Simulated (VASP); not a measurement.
Here is a VASP 6.6.1 calculation.

Contents of INCAR:

```
SYSTEM = V
  PREC = Accurate
  ENCUT = 600
  EDIFF = 1E-6
  ISMEAR = -1
  SIGMA = 0.05
  LREAL = .FALSE.
  LASPH = .TRUE.
  NELM = 150
  ALGO = Normal
  ISIF = 3
  LWAVE = .FALSE.
  LCHARG = .FALSE.
  ISPIN = 2
  MAGMOM = 1.5
  LORBIT = 11
  LMAXMIX = 4
  GGA = CA
  IBRION = 2
  NSW = 60
  EDIFFG = -0.03
```

The input KPOINTS:

```
Automatic mesh
0
G
  9 9 9
  0 0 0
```

The input POSCAR:

```
V
1.0
   -1.5143500000      1.5143500000      1.5143500000
    1.5143500000     -1.5143500000      1.5143500000
    1.5143500000      1.5143500000     -1.5143500000
V
1
Direct
    0.0000000000      0.0000000000      0.0000000000
```

Potentials or basis: VASP PAW LDA potentials, release 64 (V_sv).

Launch:

```sh
$ cat potpaw_LDA.64/V_sv/POTCAR > POTCAR
$ mpirun -np 1 vasp_std > vasp.out
```

Q: Estimate the relaxed cell.

A: a = 2.531 Å, b = 2.531 Å, c = 2.531 Å, α = 109.47°, β = 109.47°, γ = 109.47°.

Q: Estimate the relaxed volume.

A: 12.48 Å³/atom.

Q: What does it give for the space group after relaxing (to 0.1 Å)?

A: Im-3m (No. 229).

Q: Predict the net moment.

A: 0.00 μB per cell.

The path:
```
step  energy change (eV)  largest force (eV/Å)  pressure (GPa)  volume (Å³)
   1              0.0000                0.0000          -17.92        13.89
   2              0.0581                0.0000           35.29        11.00
   3             -0.0874                0.0000           -0.69        12.51
   4             -0.0875                0.0000           -0.09        12.48
```

LDA usually gives volumes a few per cent too small. Zero-point motion and thermal expansion aren't in these numbers.
